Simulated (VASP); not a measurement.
A run of VASP 6.6.1 is set up as follows.

Contents of INCAR:

```
PREC = Accurate ; ENCUT = 520
EDIFF = 1E-6 ; ISMEAR = -1
SIGMA = 0.1 ; LREAL = F
LASPH = T ; NELM = 100
ALGO = Normal ; ISIF = 2
LWAVE = F ; LCHARG = F
GGA = PE ; NBANDS = 28
```

Contents of KPOINTS:

```
Automatic mesh
0
Gamma
  8 8 11
```

The input POSCAR:

```
Sn
1.0
    5.4095135730      0.0000000000      0.0000000000
   -2.7047567865      4.6847761764      0.0000000000
    0.0000000000      0.0000000000      3.2983530367
Sn
3
Direct
    0.0000000000      0.0000000000      0.0000000000
    0.3333333333      0.6666666667      0.5000000000
    0.6666666667      0.3333333333      0.5000000000
```

Potentials or basis: VASP PAW PBE potentials, release 64 (Sn_d).

Run with:

```bash
$ cat potpaw_PBE.64/Sn_d/POTCAR > POTCAR
$ mpirun -np 1 vasp_std > vasp.out
```

Q: Estimate the pressure.

A: 0.3 GPa.

Q: Predict the band gap on the k mesh.

A: Zero (bands 21 and 22 overlap by 3.84 eV).

Stress tensor (GPa, compression positive):
```
 1.19  0.00  0.00
 0.00  1.19  0.00
 0.00  0.00 -1.36
```

Caveat: spin-orbit coupling is left out, which moves the levels of the heavy elements.
